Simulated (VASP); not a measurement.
Set up this calculation in VASP 6.6.1, as the native input.

```yaml
Task: single point
Functional: LDA
Potentials_or_basis: VASP PAW LDA potentials, release 64 (Sc_sv, Cu)
Cutoff: 520 eV
k_mesh: 11 × 11 × 11
Occupations: fermi-dirac, width 0.05 eV
Spin: no spin polarisation
Dipole_correction: no
Further_INCAR_settings: ALGO = Normal; EDIFF = 1e-06; NBANDS = 18
```

The structure of ScCu lies in POSCAR:

```
ScCu
1.0
    3.2341469926      0.0000000000      0.0000000000
    0.0000000000      3.2341469926      0.0000000000
    0.0000000000      0.0000000000      3.2341469926
Sc Cu
1 1
Direct
    0.5000000000      0.5000000000      0.5000000000
    0.0000000000      0.0000000000      0.0000000000
```

The input as run:

INCAR

```
PREC = Accurate ; ENCUT = 520
EDIFF = 1E-6 ; ISMEAR = -1
SIGMA = 0.05 ; LREAL = False
LASPH = True ; NELM = 60
ALGO = Normal ; ISIF = 2
LWAVE = False ; LCHARG = False
GGA = CA ; NBANDS = 18
```

KPOINTS

```
regular mesh
0
Gamma
  11 11 11
```

Potentials or basis: VASP PAW LDA potentials, release 64 (Sc_sv, Cu).

Command:

```console
$ cat potpaw_LDA.64/Sc_sv/POTCAR potpaw_LDA.64/Cu/POTCAR > POTCAR
$ mpirun -np 1 vasp_std > vasp.out
```

Results of the run:

```
Pressure               : -5.4 GPa
Band gap on the k mesh : zero (bands 11 and 12 overlap by 1.88 eV)
```

Caveat: the cell stands under tension.

It took 30 s on 1 thread of Intel Xeon 8259CL, on a shared host, peak memory 0.15 GiB.
